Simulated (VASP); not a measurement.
Here is a VASP 6.6.1 calculation.

Contents of INCAR:

```
SYSTEM = B
PREC     = Accurate       ! precision mode
ENCUT    = 600            ! plane-wave cutoff, eV
EDIFF    = 1E-6           ! SCF threshold, eV
ISMEAR   = 0              ! smearing method
SIGMA    = 0.1            ! smearing width, eV
LREAL    = .FALSE.        ! projectors in reciprocal space
LASPH    = .TRUE.         ! aspherical terms in the spheres
NELM     = 60             ! most SCF steps
ALGO     = Normal         ! electronic algorithm
ISIF     = 3              ! what is computed and relaxed
LWAVE    = .FALSE.        ! write WAVECAR
LCHARG   = .FALSE.        ! write CHGCAR
GGA      = PE             ! functional
IBRION   = 2              ! ionic algorithm
NSW      = 90             ! ionic steps
EDIFFG   = -0.04          ! ionic threshold
```

KPOINTS

```
Automatic mesh
0
G
  6 6 6
  0 0 0
```

Contents of POSCAR:

```
B
1.0
    2.4327478100     -2.2788968000      0.0000000000
    2.4327478100      2.2788968000      0.0000000000
    0.0000000000      0.0000000000      3.0451791500
B
4
Direct
    0.2627806100      0.1435058100      0.2500000000
    0.7372193900      0.8564941900      0.7500000000
    0.8564941900      0.7372193900      0.2500000000
    0.1435058100      0.2627806100      0.7500000000
```

Potentials or basis: VASP PAW PBE potentials, release 64 (B).

The run is started by

```console
$ cat potpaw_PBE.64/B/POTCAR > POTCAR
$ mpirun -np 1 vasp_std > vasp.out
```

Q: Estimate the relaxed volume.

A: 6.59 Å³/atom.

Q: What does it give for the space group after relaxing (to 0.1 Å)?

A: Cmcm (No. 63).

Q: Estimate the relaxed cell.

A: a = 3.129 Å, b = 3.129 Å, c = 2.983 Å, α = 90.00°, β = 90.00°, γ = 64.42°.

Final structure:
```
B
1.0
     2.64773   -1.66806    0.00000
     2.64773    1.66806    0.00000
     0.00000    0.00000    2.98339
B
4
Direct
  0.31433 0.01326 0.25000
  0.68567 0.98674 0.75000
  0.98674 0.68567 0.25000
  0.01326 0.31433 0.75000
```

Caveat: the volume moved by over 15 % at a fixed basis, so the end points are rough.
